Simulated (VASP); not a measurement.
# AlN (P6_3mc) in VASP: a series of runs, part 2 of 2

VASP 6.6.1. The steps go on from the part before.

### Step 4. Electric field gradients, PBE (volume scaled by 1.02)

INCAR

```
ALGO = Normal ; EDIFF = 1E-8
ENCUT = 520 ; GGA = PE
ISIF = 2 ; ISMEAR = -1
LASPH = T ; LCHARG = F
LEFG = T ; LREAL = F
LWAVE = F ; NBANDS = 16
NELM = 100 ; PREC = Accurate
SIGMA = 0.02
```

KPOINTS

```
k-points
0
Gamma
  11 11 6
```

POSCAR

```
AlN
1.0
    3.1316054153      0.0000000000      0.0000000000
   -1.5658027076      2.7120498443      0.0000000000
    0.0000000000      0.0000000000      5.0109678482
Al N
2 2
Direct
    0.3333333333      0.6666666667      0.0000000000
    0.6666666667      0.3333333333      0.5000000000
    0.3333333333      0.6666666667      0.3850000000
    0.6666666667      0.3333333333      0.8850000000
```

Potentials or basis: VASP PAW PBE potentials, release 64 (Al, N).

The run is started by

```bash
cat potpaw_PBE.64/Al/POTCAR potpaw_PBE.64/N/POTCAR > POTCAR
mpirun -np 1 vasp_std > vasp.out
```

OUTCAR:

```text
EDIFF = 1E-8
   ENCUT = 520
   GGA = PE
   ISIF = 2
   ISMEAR = -1
   LASPH = T
   LREAL = F
   NELM = 100
   PREC = Accurate

 ion  position               nearest neighbor table
   1  0.333  0.667  0.000-   4 1.90   4 1.90   4 1.90   3 1.93   2 3.09   2 3.09   2 3.09   2 3.09
                             2 3.09   2 3.09
   2  0.667  0.333  0.500-   3 1.90   3 1.90   3 1.90   4 1.93   1 3.09   1 3.09   1 3.09   1 3.09
                             1 3.09   1 3.09
   3  0.333  0.667  0.385-   2 1.90   2 1.90   2 1.90   1 1.93
   4  0.667  0.333  0.885-   1 1.90   1 1.90   1 1.90   2 1.93

  LATTYP: Found a hexagonal cell.
 ALAT       =     3.1316054153
 C/A-ratio  =     1.6001274694

  Lattice vectors:

 A1 = (   3.1316054153,   0.0000000000,   0.0000000000)
 A2 = (  -1.5658027076,   2.7120498443,   0.0000000000)
 A3 = (   0.0000000000,   0.0000000000,   5.0109678482)

Analysis of symmetry for initial positions (statically):
=====================================================================
 Subroutine PRICEL returns:
[... 664 lines left out ...]
      1.56580      0.90402      2.50548         0.000000      0.000000      0.180260
     -0.00000      1.80803      1.92922        -0.000000      0.000000     -0.180260
      1.56580      0.90402      4.43471         0.000000      0.000000     -0.180260
 -----------------------------------------------------------------------------------
    total drift:                               -0.000000      0.000000      0.000666

  FREE ENERGIE OF THE ION-ELECTRON SYSTEM (eV)
  ---------------------------------------------------
  free  energy   TOTEN  =       -29.7775525407 eV

  energy  without entropy=      -29.7775525407  energy(sigma->0) =      -29.77755254

 Electric field gradients (V/A^2)
---------------------------------------------------------------------
 ion       V_xx      V_yy      V_zz      V_xy      V_xz      V_yz
---------------------------------------------------------------------
   1      -4.188    -4.188     8.375     0.000     0.000    -0.000
   2      -4.188    -4.188     8.375     0.000    -0.000     0.000
   3      -0.228    -0.229     0.457    -0.001     0.000    -0.000
   4      -0.228    -0.229     0.457    -0.001    -0.000     0.000
---------------------------------------------------------------------

 Electric field gradients after diagonalization (V/A^2)
 (convention: |V_zz| > |V_xx| > |V_yy|)
----------------------------------------------------------------------
 ion       V_xx      V_yy      V_zz     asymmetry (V_yy - V_xx)/ V_zz
----------------------------------------------------------------------
   1      -4.188    -4.188     8.375       0.000
   2      -4.188    -4.188     8.375       0.000
   3      -0.229    -0.228     0.457       0.003
   4      -0.229    -0.228     0.457       0.003
----------------------------------------------------------------------

           NMR quadrupolar parameters

 Cq : quadrupolar parameter    Cq=e*Q*V_zz/h
 eta: asymmetry parameters     (V_yy - V_xx)/ V_zz
 Q  : nuclear electric quadrupole moment in mb (millibarn)
----------------------------------------------------------------------
 ion       Cq(MHz)       eta       Q (mb)
----------------------------------------------------------------------
   1       0.020       0.000       1.000
   2       0.020       0.000       1.000
   3       0.001       0.003       1.000
   4       0.001       0.003       1.000
----------------------------------------------------------------------
```

stdout:

```text
POSCAR found type information on POSCAR AlN
 POSCAR found :  2 types and       4 ions
 scaLAPACK will be used
 LDA part: xc-table for (Slater+PW92), standard interpolation
 POSCAR, INCAR and KPOINTS ok, starting setup
 FFT: planning ... GRIDC
 FFT: planning ... GRID_SOFT
 FFT: planning ... GRID
 WAVECAR not read
 entering main loop
ion   1

ion   2

ion   3

ion   4
```

Run time: 20 s. Hardware: 1 thread of Intel Xeon Platinum 8488C (Sapphire Rapids), shared host; peak memory 0.17 GiB.

What came out:

```
Free energy            : -29.7776 eV
Pressure               : -0.2 GPa
Largest force          : 0.180 eV/Å
Band gap on the k mesh : 3.99 eV, direct
```

Forces on the atoms (eV/Å):
```
Al   0.000  0.000  0.180
Al   0.000  0.000  0.180
N    0.000  0.000 -0.180
N    0.000  0.000 -0.180
```

Electric field gradients, principal values (V/Å²):
```tsv
atom	least	middle	greatest (by size)
1 Al	-4.188	-4.188	8.375
2 Al	-4.188	-4.188	8.375
3 N	-0.228	-0.229	0.457
4 N	-0.228	-0.229	0.457
```

Caveat: without QUAD_EFG the Cq values of the log hold for a quadrupole moment of 1 mb, not for the nuclei. A k mesh can miss the band edges.

### Step 5. Electric field gradients, PBE (volume scaled by 1.02)

INCAR

```
SYSTEM = AlN
ALGO = Normal
EDIFF = 1E-8
ENCUT = 520
GGA = PE
ISIF = 2
ISMEAR = -1
LASPH = .TRUE.
LCHARG = .FALSE.
LEFG = .TRUE.
LREAL = .FALSE.
LWAVE = .FALSE.
NBANDS = 16
NELM = 60
PREC = Accurate
SIGMA = 0.02
```

KPOINTS

```
k-points
0
G
  11 11 6
  0 0 0
```

POSCAR is that of step 4.

Potentials or basis: VASP PAW PBE potentials, release 64 (Al, N).

The run is started by

```bash
cat potpaw_PBE.64/Al/POTCAR potpaw_PBE.64/N/POTCAR > POTCAR
mpirun -np 1 vasp_std > vasp.out
```

OUTCAR:

```text
SYSTEM = AlN
   EDIFF = 1E-8
   ENCUT = 520
   GGA = PE
   ISIF = 2
   ISMEAR = -1
   LASPH = .TRUE.
   LREAL = .FALSE.
   NELM = 60
   PREC = Accurate

 ion  position               nearest neighbor table
   1  0.333  0.667  0.000-   4 1.90   4 1.90   4 1.90   3 1.93   2 3.09   2 3.09   2 3.09   2 3.09
                             2 3.09   2 3.09
   2  0.667  0.333  0.500-   3 1.90   3 1.90   3 1.90   4 1.93   1 3.09   1 3.09   1 3.09   1 3.09
                             1 3.09   1 3.09
   3  0.333  0.667  0.385-   2 1.90   2 1.90   2 1.90   1 1.93
   4  0.667  0.333  0.885-   1 1.90   1 1.90   1 1.90   2 1.93

  LATTYP: Found a hexagonal cell.
 ALAT       =     3.1316054153
 C/A-ratio  =     1.6001274694

  Lattice vectors:

 A1 = (   3.1316054153,   0.0000000000,   0.0000000000)
 A2 = (  -1.5658027076,   2.7120498443,   0.0000000000)
 A3 = (   0.0000000000,   0.0000000000,   5.0109678482)

Analysis of symmetry for initial positions (statically):
=====================================================================
 Subroutine PRICEL returns:
 Original cell was already a primitive cell.

 Routine SETGRP: Setting up the symmetry group for a
 hexagonal supercell.

 Subroutine GETGRP returns: Found 12 space group operations
 (whereof  6 operations were pure point group operations)
 out of a pool of 24 trial point group operations.

The static configuration has the point symmetry C_3v.
 The point group associated with its full space group is C_6v.

Analysis of symmetry for dynamics (positions and initial velocities):
=====================================================================
 Subroutine PRICEL returns:
 Original cell was already a primitive cell.

 Routine SETGRP: Setting up the symmetry group for a
 hexagonal supercell.

 Subroutine GETGRP returns: Found 12 space group operations
 (whereof  6 operations were pure point group operations)
 out of a pool of 24 trial point group operations.

The dynamic configuration has the point symmetry C_3v.
 The point group associated with its full space group is C_6v.

 Subroutine INISYM returns: Found 12 space group operations
 (whereof  6 operations are pure point group operations),
 and found     1 'primitive' translations

----------------------------------------------------------------------------------------

                                     Primitive cell

  volume of cell :      42.5585

  direct lattice vectors                    reciprocal lattice vectors
     3.131605415  0.000000000  0.000000000     0.319325032  0.184362393  0.000000000
    -1.565802708  2.712049844  0.000000000     0.000000000  0.368724787  0.000000000
     0.000000000  0.000000000  5.010967848     0.000000000  0.000000000  0.199562246

  length of vectors
     3.131605415  3.131605415  5.010967848     0.368724787  0.368724787  0.199562246

  position of ions in fractional coordinates (direct lattice)
     0.333333333  0.666666667  0.000000000
     0.666666667  0.333333333  0.500000000
     0.333333333  0.666666667  0.385000000
     0.666666667  0.333333333  0.885000000

[... 95 lines left out ...]
   IALGO  =     38    algorithm
   IMIX   =      4    mixing-type and parameters
     AMIX     =   0.40;   BMIX     =  1.00
     AMIX_MAG =   1.60;   BMIX_MAG =  1.00
  volume/ion in A,a.u.               =      10.64        71.80
  Fermi-wavevector in a.u.,A,eV,Ry     =   1.181552  2.232809 18.994609  1.396064
  Thomas-Fermi vector in A             =   2.317823
   LORBIT       =      0    0 simple, 1 ext, 2 COOP (PROOUT), +10 PAW based schemes
   GGA     = PE    functional components
   LHFCALC =     F    Hartree Fock is set to
   AEXX    =    0.0000 exact exchange contribution
   IVDW    =     0    specifies the selected vdW correction
   LEPSILON=     F    determine dielectric tensor
   LRPA    =     F    only Hartree local field effects (RPA)
 non-spin polarized calculation
  energy-cutoff  :      520.00
  volume of cell :       42.56
 maximum number of plane-waves:      1170
 NGX is ok and might be reduce to    24
   NGX = 11   NGY = 11   NGZ = 19

 number of electron      15.9999999 magnetization

 Free energy of the ion-electron system (eV)
  ---------------------------------------------------
  ext. energy  EPLUGINS =         0.00000000
  ---------------------------------------------------
  free energy    TOTEN  =       -29.77755254 eV

  energy without entropy =      -29.77755254  energy(sigma->0) =      -29.77755254

 E-fermi :   6.4750     XC(G=0): -10.8291

 val. band max:        6.0305986268   @ k =   0.0000   0.0000   0.0000
 cond. band min:      10.0215108258   @ k =   0.0000   0.0000   0.0000
 fundamental gap:      3.9909121990
 Fermi energy:         6.4749872936

 k-point     1 :       0.0000    0.0000    0.0000
  band No.  band energies     occupation
      1      -9.1017      2.00000
      2      -7.0124      2.00000
      3       0.0870      2.00000
      4       5.0931      2.00000
      5       5.0931      2.00000
      6       5.7409      2.00000
[... 433 lines left out ...]
      3       1.0970      2.00000
      4       2.9679      2.00000
      5       3.3580      2.00000
      6       4.4606      2.00000
[... 8 lines left out ...]
     15      18.2084      0.00000
     16      19.3012      0.00000

 [... further k-points ...]

------------------------ aborting loop because EDIFF is reached ----------------------------------------

  FORCE on cell =-STRESS in cart. coord.  units (eV):
  Direction    XX          YY          ZZ          XY          YZ          ZX
  --------------------------------------------------------------------------------------
  -------------------------------------------------------------------------------------
  Total        0.0592777      0.0592777     -0.2882863      0.0000000      0.0000000      0.0000000
  in kB        2.2315951      2.2315951    -10.8529624      0.0000000      0.0000000      0.0000000
  external PRESSURE =      -2.1299241 kB  Pullay stress =       0.0000000 kB

 VOLUME and BASIS-vectors are now :
 -----------------------------------------------------------------------------
  energy-cutoff  :      520.00
  volume of cell :       42.56
      direct lattice vectors                 reciprocal lattice vectors
     3.131605415  0.000000000  0.000000000     0.319325032  0.184362393  0.000000000
    -1.565802708  2.712049844  0.000000000     0.000000000  0.368724787  0.000000000
     0.000000000  0.000000000  5.010967848     0.000000000  0.000000000  0.199562246

 POSITION                                       TOTAL-FORCE (eV/Angst)
 -----------------------------------------------------------------------------------
     -0.00000      1.80803      0.00000        -0.000000      0.000000      0.180260
      1.56580      0.90402      2.50548         0.000000      0.000000      0.180260
     -0.00000      1.80803      1.92922        -0.000000      0.000000     -0.180260
      1.56580      0.90402      4.43471         0.000000      0.000000     -0.180260
 -----------------------------------------------------------------------------------
    total drift:                               -0.000000      0.000000      0.000666

  FREE ENERGIE OF THE ION-ELECTRON SYSTEM (eV)
  ---------------------------------------------------
  free  energy   TOTEN  =       -29.7775525407 eV

  energy  without entropy=      -29.7775525407  energy(sigma->0) =      -29.77755254

 Electric field gradients (V/A^2)
---------------------------------------------------------------------
 ion       V_xx      V_yy      V_zz      V_xy      V_xz      V_yz
---------------------------------------------------------------------
   1      -4.188    -4.188     8.375     0.000     0.000    -0.000
   2      -4.188    -4.188     8.375     0.000    -0.000     0.000
   3      -0.228    -0.229     0.457    -0.001     0.000    -0.000
   4      -0.228    -0.229     0.457    -0.001    -0.000     0.000
---------------------------------------------------------------------

 Electric field gradients after diagonalization (V/A^2)
 (convention: |V_zz| > |V_xx| > |V_yy|)
----------------------------------------------------------------------
 ion       V_xx      V_yy      V_zz     asymmetry (V_yy - V_xx)/ V_zz
----------------------------------------------------------------------
   1      -4.188    -4.188     8.375       0.000
   2      -4.188    -4.188     8.375       0.000
   3      -0.229    -0.228     0.457       0.003
   4      -0.229    -0.228     0.457       0.003
----------------------------------------------------------------------

           NMR quadrupolar parameters

 Cq : quadrupolar parameter    Cq=e*Q*V_zz/h
 eta: asymmetry parameters     (V_yy - V_xx)/ V_zz
 Q  : nuclear electric quadrupole moment in mb (millibarn)
----------------------------------------------------------------------
 ion       Cq(MHz)       eta       Q (mb)
----------------------------------------------------------------------
   1       0.020       0.000       1.000
   2       0.020       0.000       1.000
   3       0.001       0.003       1.000
   4       0.001       0.003       1.000
----------------------------------------------------------------------
```

OSZICAR:

```text
N       E                     dE             d eps       ncg     rms          rms(c)
DAV:   1     0.411460447109E+02    0.41146E+02   -0.72678E+03  2048   0.892E+02
DAV:   2    -0.309395816069E+02   -0.72086E+02   -0.66283E+02  2928   0.186E+02
DAV:   3    -0.344323623524E+02   -0.34928E+01   -0.34820E+01  2536   0.423E+01
DAV:   4    -0.344541471087E+02   -0.21785E-01   -0.21783E-01  2544   0.379E+00
DAV:   5    -0.344544343490E+02   -0.28724E-03   -0.28724E-03  2552   0.439E-01    0.121E+01
DAV:   6    -0.297625154296E+02    0.46919E+01   -0.10673E+01  2464   0.236E+01    0.411E+00
DAV:   7    -0.297892089941E+02   -0.26694E-01   -0.65742E-01  2160   0.571E+00    0.292E+00
DAV:   8    -0.297822416805E+02    0.69673E-02   -0.62076E-02  2328   0.230E+00    0.625E-01
DAV:   9    -0.297769920468E+02    0.52496E-02   -0.12392E-02  2712   0.822E-01    0.252E-01
DAV:  10    -0.297776374766E+02   -0.64543E-03   -0.23975E-03  2240   0.307E-01    0.138E-01
DAV:  11    -0.297775493531E+02    0.88124E-04   -0.18634E-04  2360   0.104E-01    0.344E-02
DAV:  12    -0.297775526941E+02   -0.33410E-05   -0.12663E-05  2240   0.284E-02    0.741E-03
DAV:  13    -0.297775525013E+02    0.19279E-06   -0.44891E-06  2400   0.162E-02    0.585E-03
DAV:  14    -0.297775525042E+02   -0.28408E-08   -0.35025E-07  2448   0.502E-03    0.197E-03
DAV:  15    -0.297775525488E+02   -0.44622E-07   -0.59543E-08  2608   0.183E-03    0.259E-04
DAV:  16    -0.297775525407E+02    0.80944E-08   -0.23395E-09  1240   0.413E-04
   1 F= -.29777553E+02 E0= -.29777553E+02  d E =-.462875E-12
```

stdout:

```text
POSCAR found type information on POSCAR AlN
 POSCAR found :  2 types and       4 ions
 scaLAPACK will be used
 LDA part: xc-table for (Slater+PW92), standard interpolation
 POSCAR, INCAR and KPOINTS ok, starting setup
 FFT: planning ... GRIDC
 FFT: planning ... GRID_SOFT
 FFT: planning ... GRID
 WAVECAR not read
 entering main loop
ion   1

ion   2

ion   3

ion   4
```

Run time: 20 s. Hardware: 1 thread of Intel Xeon Platinum 8488C (Sapphire Rapids), shared host; peak memory 0.17 GiB.

Results:

| Property | Result |
| --- | --- |
| Free energy | -29.7776 eV |
| Pressure | -0.2 GPa |
| Largest force | 0.180 eV/Å |
| Band gap on the k mesh | 3.99 eV, direct |

Forces in eV/Å, atoms in the order of the input:
```
Al   0.000  0.000  0.180
Al   0.000  0.000  0.180
N    0.000  0.000 -0.180
N    0.000  0.000 -0.180
```

Levels at points of the mesh, in eV from the valence-band top:
| k point | band 6 | band 7 | band 8 | band 9 | band 10 | band 11 |
| --- | --- | --- | --- | --- | --- | --- |
| (0.00, 0.00, 0.00) | -0.29 | -0.29 | 0.00 | 3.99 | 6.44 | 10.45 |
| (0.00, 0.00, 0.50) | -0.62 | -0.62 | -0.62 | 6.27 | 6.27 | 10.12 |

Electric field gradients, principal values (V/Å²):
```csv
atom,least,middle,greatest (by size)
1 Al,-4.188,-4.188,8.375
2 Al,-4.188,-4.188,8.375
3 N,-0.228,-0.229,0.457
4 N,-0.228,-0.229,0.457
```

Caveat: without QUAD_EFG the Cq values of the log hold for a quadrupole moment of 1 mb, not for the nuclei. A k mesh can miss the band edges.

### Step 6. Overview

```csv
cell,gap on the mesh (eV),pressure (GPa),largest force (eV/Å)
"a = 3.069, b = 3.069, c = 4.911 Å, angles 90.0, 90.0, 120.0°, 4 atoms",4.53,13.0,0.18
"a = 3.101, b = 3.101, c = 4.961 Å, angles 90.0, 90.0, 120.0°, 4 atoms",4.25,5.9,0.18
"a = 3.132, b = 3.132, c = 5.011 Å, angles 90.0, 90.0, 120.0°, 4 atoms",3.99,-0.2,0.18
```

Alike in all rows: task electric field gradients; level PBE; potentials or basis VASP PAW PBE potentials, release 64 (Al, N); no spin polarisation; k mesh 11 × 11 × 6; cutoff (eV) 520; smearing fermi-dirac 0.02 eV.

Total energies depend on the potentials used, so only differences within one code and one set of settings carry meaning.
